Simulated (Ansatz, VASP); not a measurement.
**NaI in VASP and in Ansatz**

```xyz
2
Lattice="4.5307 0.0000 0.0000 2.2653 3.9237 0.0000 2.2653 1.3079 3.6993" Properties=species:S:1:pos:R:3 pbc="T T T"
Na    0.0000    0.0000    0.0000
I     4.5307    2.6158    1.8496
```

Alike in both runs: functional PBE; dispersion D4; k mesh 6 × 6 × 6; no spin polarisation.

Ansatz relaxed the structure, and its values are those at the end. VASP's run is a single point on that final structure, the one shown.

|  | VASP | Ansatz |
| --- | --- | --- |
| version | VASP 6.6.1 | Ansatz 0.2.0 |
| potentials or method | VASP PAW PBE potentials, release 64 (Na_pv, I), cutoff 500 eV | plane waves, PAW |
| occupations | gaussian, width 0.01 eV | fixed |
| valence electrons in the cell | 14 | 26 |

```tsv
	VASP	Ansatz	Ansatz less VASP
pressure (GPa)	0.0	0.0	-0.02
```

VASP's potentials hold 14 valence electrons a cell and Ansatz's 26, so a difference there can come from the potentials and not from the codes.

Neither program's run includes spin-orbit coupling.
